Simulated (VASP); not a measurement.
Write the native input for VASP 6.6.1 that does the following.

```yaml
Task: single point
Functional: PBE
Potentials_or_basis: VASP PAW PBE potentials, release 64 (Be, Te)
Cutoff: 520 eV
k_mesh: 5 × 5 × 5
Occupations: gaussian, width 0.01 eV
Spin: no spin polarisation
Dipole_correction: no
Further_INCAR_settings: ALGO = Normal; EDIFF = 1e-06; NBANDS = 11
```

The structure of BeTe lies in POSCAR:

```
BeTe
1.0
    0.0000000000      2.6544466008      2.6544466008
    2.6544466008      0.0000000000      2.6544466008
    2.6544466008      2.6544466008      0.0000000000
Be Te
1 1
Direct
    0.0000000000      0.0000000000      0.0000000000
    0.2500000000      0.2500000000      0.2500000000
```

The input as run:

INCAR

```
PREC = Accurate ; ENCUT = 520
EDIFF = 1E-6 ; ISMEAR = 0
SIGMA = 0.01 ; LREAL = False
LASPH = True ; NELM = 80
ALGO = Normal ; ISIF = 2
LWAVE = False ; LCHARG = False
GGA = PE ; NBANDS = 11
```

KPOINTS

```
Automatic mesh
0
Gamma
  5 5 5
```

Potentials or basis: VASP PAW PBE potentials, release 64 (Be, Te).

Launch:

```sh
$ cat potpaw_PBE.64/Be/POTCAR potpaw_PBE.64/Te/POTCAR > POTCAR
$ mpirun -np 1 vasp_std > vasp.out
```

It gave:

The pressure is 16.6 GPa. The band gap on the k mesh is 1.63 eV, indirect (least direct gap 3.40 eV).

Caveat: spin-orbit coupling is left out, which moves the levels of the heavy elements.

It took 5.5 s on 1 thread of Intel(R) Xeon(R) Platinum 8259CL CPU @ 2.50GHz (Skylake/Cascade Lake), with other jobs on the host, peak memory 0.15 GiB.
